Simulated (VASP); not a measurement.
# Ga (I4/mmm) in VASP: further runs, part 2 of 2

VASP 6.6.1. The steps go on from the part before.

## Step 3: Electric field gradients, PBE (17.05 Å³/atom)

This run uses another cell than the first one, of 17.05 Å³/atom.

Contents of INCAR:

```
ALGO     = Normal         # electronic algorithm
EDIFF    = 1E-8           # SCF threshold, eV
ENCUT    = 520            # plane-wave cutoff, eV
GGA      = PE             # functional
ISIF     = 2              # what is computed and relaxed
ISMEAR   = -1             # smearing method
LASPH    = T              # aspherical terms in the spheres
LCHARG   = F              # write CHGCAR
LEFG     = T            
LREAL    = F              # projectors in reciprocal space
LWAVE    = F              # write WAVECAR
NBANDS   = 12             # bands
NELM     = 100            # most SCF steps
PREC     = Accurate       # precision mode
SIGMA    = 0.03           # smearing width, eV
```

Contents of KPOINTS:

```
k-points
0
Gamma
  16 16 16
```

Contents of POSCAR:

```
Ga
1.0
   -1.3898172122      1.3898172122      2.2064833090
    1.3898172122     -1.3898172122      2.2064833090
    1.3898172122      1.3898172122     -2.2064833090
Ga
1
Direct
    0.0000000000      0.0000000000      0.0000000000
```

Potentials or basis: VASP PAW PBE potentials, release 64 (Ga_d).

On the command line:

```console
> cat potpaw_PBE.64/Ga_d/POTCAR > POTCAR
> mpirun -np 1 vasp_std > vasp.out
```

OUTCAR:

```text
EDIFF = 1E-8
   ENCUT = 520
   GGA = PE
   ISIF = 2
   ISMEAR = -1
   LASPH = T
   LREAL = F
   NELM = 100
   PREC = Accurate

 ion  position               nearest neighbor table
   1  0.000  0.000  0.000-

  LATTYP: Found a body centered tetragonal cell.
 ALAT       =     2.7796344244
 C/A-ratio  =     1.5876068375

  Lattice vectors:

 A1 = (  -1.3898172122,   1.3898172122,   2.2064833090)
 A2 = (   1.3898172122,  -1.3898172122,   2.2064833090)
 A3 = (   1.3898172122,   1.3898172122,  -2.2064833090)

Analysis of symmetry for initial positions (statically):
=====================================================================
 Subroutine PRICEL returns:
 Original cell was already a primitive cell.

 Routine SETGRP: Setting up the symmetry group for a
 body centered tetragonal supercell.

 Subroutine GETGRP returns: Found 16 space group operations
 (whereof 16 operations were pure point group operations)
 out of a pool of 16 trial point group operations.

The static configuration has the point symmetry D_4h.

Analysis of symmetry for dynamics (positions and initial velocities):
=====================================================================
 Subroutine PRICEL returns:
 Original cell was already a primitive cell.

 Routine SETGRP: Setting up the symmetry group for a
 body centered tetragonal supercell.

 Subroutine GETGRP returns: Found 16 space group operations
 (whereof 16 operations were pure point group operations)
 out of a pool of 16 trial point group operations.

The dynamic configuration has the point symmetry D_4h.

 Subroutine INISYM returns: Found 16 space group operations
 (whereof 16 operations are pure point group operations),
 and found     1 'primitive' translations

----------------------------------------------------------------------------------------

                                     Primitive cell

  volume of cell :      17.0481

  direct lattice vectors                    reciprocal lattice vectors
    -1.389817212  1.389817212  2.206483309     0.000000000  0.359759539  0.226604932
     1.389817212 -1.389817212  2.206483309     0.359759539  0.000000000  0.226604932
     1.389817212  1.389817212 -2.206483309     0.359759539  0.359759539  0.000000000

  length of vectors
     2.954953868  2.954953868  2.954953868     0.425178458  0.425178458  0.508776820

  position of ions in fractional coordinates (direct lattice)
     0.000000000  0.000000000  0.000000000

  ion indices of the primitive-cell ions
   primitive index   ion index
                 1           1

----------------------------------------------------------------------------------------

 KPOINTS: k-points

Automatic generation of k-mesh.
 Grid dimensions read from file:
 generate k-points for:   16   16   16

 Generating k-lattice:

  Cartesian coordinates                     Fractional coordinates (reciprocal lattice)
     0.000000000  0.022484971  0.014162808     0.062500000  0.000000000  0.000000000
[... 73 lines left out ...]
   EFERMI =   0.00;   METHOD = LEGACY
   ISMEAR =    -1;   SIGMA  =   0.03  broadening in eV -4-tet -1-fermi 0-gaus
   EFERMI_NEDOS =   21; number of points for ismear=-14 and -15
   IALGO  =     38    algorithm
   IMIX   =      4    mixing-type and parameters
     AMIX     =   0.40;   BMIX     =  1.00
     AMIX_MAG =   1.60;   BMIX_MAG =  1.00
  volume/ion in A,a.u.               =      17.05       115.05
  Fermi-wavevector in a.u.,A,eV,Ry     =   1.495652  2.826373 30.435899  2.236975
  Thomas-Fermi vector in A             =   2.607769
   LORBIT       =      0    0 simple, 1 ext, 2 COOP (PROOUT), +10 PAW based schemes
   GGA     = PE    functional components
   LHFCALC =     F    Hartree Fock is set to
   AEXX    =    0.0000 exact exchange contribution
   IVDW    =     0    specifies the selected vdW correction
   LEPSILON=     F    determine dielectric tensor
   LRPA    =     F    only Hartree local field effects (RPA)
 non-spin polarized calculation
  energy-cutoff  :      520.00
  volume of cell :       17.05
 maximum number of plane-waves:       471
 NGX is ok and might be reduce to    24
   NGX = 11   NGY = 11   NGZ = 11

 number of electron      13.0000004 magnetization

 Free energy of the ion-electron system (eV)
  ---------------------------------------------------
  ext. energy  EPLUGINS =         0.00000000
  ---------------------------------------------------
  free energy    TOTEN  =        -2.85533024 eV

  energy without entropy =       -2.85453489  energy(sigma->0) =       -2.85493257

 E-fermi :   6.5375     XC(G=0): -11.5328

 val. band max:        6.5293418694   @ k =   0.2500   0.2500   0.1875
 cond. band min:       6.6633546714   @ k =  -0.4375   0.4375   0.3125
 fundamental gap:      0.1340128020
 Fermi energy:         6.5374531701

 k-point     1 :       0.0000    0.0000    0.0000
  band No.  band energies     occupation
      1      -8.5595      2.00000
      2      -8.4183      2.00000
      3      -8.4183      2.00000
      4      -8.3925      2.00000
      5      -8.2425      2.00000
      6      -5.3089      2.00000
      7      19.9317      0.00000
      8      19.9317      0.00000
      9      20.0038      0.00000
     10      23.1379      0.00000
     11      23.3180      0.00000
     12      23.9472      0.00000
[... 331 lines left out ...]
 k-point    24 :      -0.0625    0.0625    0.0000
  band No.  band energies     occupation
      1      -8.5433      2.00000
      2      -8.4276      2.00000
      3      -8.4112      2.00000
      4      -8.3870      2.00000
      5      -8.2505      2.00000
      6      -5.1537      2.00000
      7      18.7217      0.00000
      8      19.0401      0.00000
      9      19.4055      0.00000
     10      21.4161      0.00000
     11      24.7816      0.00000
     12      24.7910      0.00000

 [... further k-points ...]

------------------------ aborting loop because EDIFF is reached ----------------------------------------

  FORCE on cell =-STRESS in cart. coord.  units (eV):
  Direction    XX          YY          ZZ          XY          YZ          ZX
  --------------------------------------------------------------------------------------
  -------------------------------------------------------------------------------------
  Total        0.7755635      0.7755635      0.6415680      0.0000000      0.0000000      0.0000000
  in kB       72.8873168     72.8873168     60.2944437      0.0000000      0.0000000      0.0000000
  external PRESSURE =      68.6896924 kB  Pullay stress =       0.0000000 kB

 VOLUME and BASIS-vectors are now :
 -----------------------------------------------------------------------------
  energy-cutoff  :      520.00
  volume of cell :       17.05
      direct lattice vectors                 reciprocal lattice vectors
    -1.389817212  1.389817212  2.206483309     0.000000000  0.359759539  0.226604932
     1.389817212 -1.389817212  2.206483309     0.359759539  0.000000000  0.226604932
     1.389817212  1.389817212 -2.206483309     0.359759539  0.359759539  0.000000000

 POSITION                                       TOTAL-FORCE (eV/Angst)
 -----------------------------------------------------------------------------------
      0.00000      0.00000      0.00000        -0.000000      0.000000     -0.000000
 -----------------------------------------------------------------------------------
    total drift:                                0.000000      0.000000     -0.000000

  FREE ENERGIE OF THE ION-ELECTRON SYSTEM (eV)
  ---------------------------------------------------
  free  energy   TOTEN  =        -2.8553302422 eV

  energy  without entropy=       -2.8545348933  energy(sigma->0) =       -2.85493257

 Electric field gradients (V/A^2)
---------------------------------------------------------------------
 ion       V_xx      V_yy      V_zz      V_xy      V_xz      V_yz
---------------------------------------------------------------------
   1     -11.209   -11.209    22.418    -0.001    -0.001    -0.001
---------------------------------------------------------------------

 Electric field gradients after diagonalization (V/A^2)
 (convention: |V_zz| > |V_xx| > |V_yy|)
----------------------------------------------------------------------
 ion       V_xx      V_yy      V_zz     asymmetry (V_yy - V_xx)/ V_zz
----------------------------------------------------------------------
   1     -11.210   -11.208    22.418       0.000
----------------------------------------------------------------------

           NMR quadrupolar parameters

 Cq : quadrupolar parameter    Cq=e*Q*V_zz/h
 eta: asymmetry parameters     (V_yy - V_xx)/ V_zz
 Q  : nuclear electric quadrupole moment in mb (millibarn)
----------------------------------------------------------------------
 ion       Cq(MHz)       eta       Q (mb)
----------------------------------------------------------------------
   1       0.054       0.000       1.000
----------------------------------------------------------------------
```

It took 42 s on 1 thread of Intel Xeon Platinum 8488C (Sapphire Rapids), shared host; peak memory 0.19 GiB.

What came out:

- Free energy: -2.8553 eV
- Pressure: 6.9 GPa
- Band gap on the k mesh: zero (an odd number of electrons rules out a gap without spin polarisation)
- Largest electric field gradient by atom: Ga +22.4 V/Å²

Levels at points of the mesh, in eV from the Fermi level:
| k point | band 3 | band 4 | band 5 | band 6 | band 7 | band 8 | band 9 | band 10 |
| --- | --- | --- | --- | --- | --- | --- | --- | --- |
| (0.00, 0.00, 0.00) | -14.96 | -14.93 | -14.78 | -11.85 | 13.39 | 13.39 | 13.47 | 16.60 |
| (0.50, 0.00, 0.00) | -14.94 | -14.74 | -14.70 | -4.98 | -4.44 | 8.99 | 12.26 | 13.10 |
| (0.50, 0.50, 0.00) | -14.74 | -14.74 | -14.62 | -2.35 | -1.23 | 4.24 | 5.16 | 8.33 |
| (0.50, 0.50, 0.50) | -14.71 | -14.70 | -14.70 | -3.82 | -3.81 | 6.71 | 6.71 | 9.94 |

Electric field gradients, principal values (V/Å²):
```csv
atom,least,middle,greatest (by size)
1 Ga,-11.208,-11.210,22.418
```

Caveat: the cell stands under pressure; without QUAD_EFG the Cq values of the log hold for a quadrupole moment of 1 mb, not for the nuclei.
